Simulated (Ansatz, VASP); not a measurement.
# TaN: VASP beside Ansatz

Contents of INCAR:

```
  PREC = Accurate
  ENCUT = 520
  EDIFF = 1E-6
  ISMEAR = 0
  SIGMA = 0.15
  LREAL = False
  LASPH = True
  NELM = 60
  ALGO = Normal
  ISIF = 2
  LWAVE = False
  LCHARG = True
  GGA = PE
  LELF = True
  LVHAR = True
  NBANDS = 24
```

KPOINTS

```
Automatic mesh
0
Gamma
  15 15 8
```

The input POSCAR:

```
TaN
1.0
    2.9556944426      0.0000000000      0.0000000000
   -1.4778472213      2.5597064731      0.0000000000
    0.0000000000      0.0000000000      5.9142266377
Ta N
2 2
Direct
   -0.0514244632      0.0000000000      0.0000000000
    0.0514244632      0.0000000000      0.5000000000
    0.3333333333      0.6666666667      0.2500000000
    0.6666666667      0.3333333333      0.7500000000
```

Input for Ansatz:

```yaml
crystal:
  lattice:
    - [2.9556944426, 0.0, 0.0]
    - [-1.4778472213, 2.5597064731, 0.0]
    - [0.0, 0.0, 5.9142266377]
  atoms:
    - { symbol: Ta, position: [-0.0514244632, 0.0, 0.0] }
    - { symbol: Ta, position: [0.0514244632, 0.0, 0.5] }
    - { symbol: "N", position: [0.3333333333, 0.6666666667, 0.25] }
    - { symbol: "N", position: [0.6666666667, 0.3333333333, 0.75] }
basis:
  ecutwfc: 520.0
kpoints:
  mp_grid: { grid: [15, 15, 8] }
hamiltonian:
  xc: pbe
  pseudopotentials: { kind: paw, azcp: { folder: soft_1 } }
scf:
  occupations: { method: gaussian, width: 0.15 }
output:
  forces: true
  stress: true
  eigenvalues: true
```

Change from the starting cell: mode 4 frozen in at -0.150 Å, equal normal strain along x and y +0.0133.

Alike in both runs: task single point; functional PBE; k mesh 15 × 15 × 8; occupations gaussian, width 0.15 eV; no spin polarisation.

|  | VASP | Ansatz |
| --- | --- | --- |
| version | VASP 6.6.1 | Ansatz 0.2.0 |
| potentials or method | VASP PAW PBE potentials, release 64 (Ta_pv, N), cutoff 520 eV | scalar-relativistic, plane waves, PAW |
| valence electrons in the cell | 32 | 36 |

|  | VASP | Ansatz | Ansatz less VASP |
| --- | --- | --- | --- |
| gap on the k mesh at the Fermi level (eV) | none | none | - |
| pressure (GPa) | -3.9 | -4.6 | -0.70 |
| traceless stress, the component that is largest in VASP (GPa) | 5.71 | 5.62 | -0.089 |
| rms of the force components (eV/Å) | 0.726 | 0.721 | -0.0042 |

Atom by atom the forces differ by 0.004 eV/Å (rms over components). A gap of «none» marks a metal or a gap that the smearing closes. VASP's potentials hold 32 valence electrons a cell and Ansatz's 36, so a difference there can come from the potentials and not from the codes.

Neither program's run includes spin-orbit coupling.
